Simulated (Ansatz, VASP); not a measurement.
**One calculation of GaN, two programs**

```
CELL_PARAMETERS angstrom
0.00000 2.25350 2.25350
2.25350 0.00000 2.25350
2.25350 2.25350 0.00000
ATOMIC_POSITIONS crystal
Ga 0.00000 0.00000 0.00000
N 0.75000 0.75000 0.75000
```

Alike in both runs: task single point; functional r2SCAN; k mesh 8 × 8 × 8; occupations gaussian, width 0.1 eV; no spin polarisation.

|  | VASP | Ansatz |
| --- | --- | --- |
| version | VASP 6.6.1 | Ansatz 0.2.0 |
| potentials or method | VASP PAW PBE potentials, release 64 (Ga_d, N_h), cutoff 1460 eV | scalar-relativistic, plane waves, PAW |
| valence electrons in the cell | 18 | 18 |

Ansatz gave:

| Quantity | Value |
| --- | --- |
| gap on the k mesh at the Fermi level (eV) | 2.13 |
| least direct gap on the mesh (eV) | 2.13 |
| pressure (GPa) | -1.2 |

Estimate VASP's values.

gap on the k mesh at the Fermi level (eV): 2.12; least direct gap on the mesh (eV): 2.12; pressure (GPa): -0.1.

VASP's potentials were made for PBE, not for r2SCAN. The functional is the same, so the differences come from potentials, cutoffs and numerics.
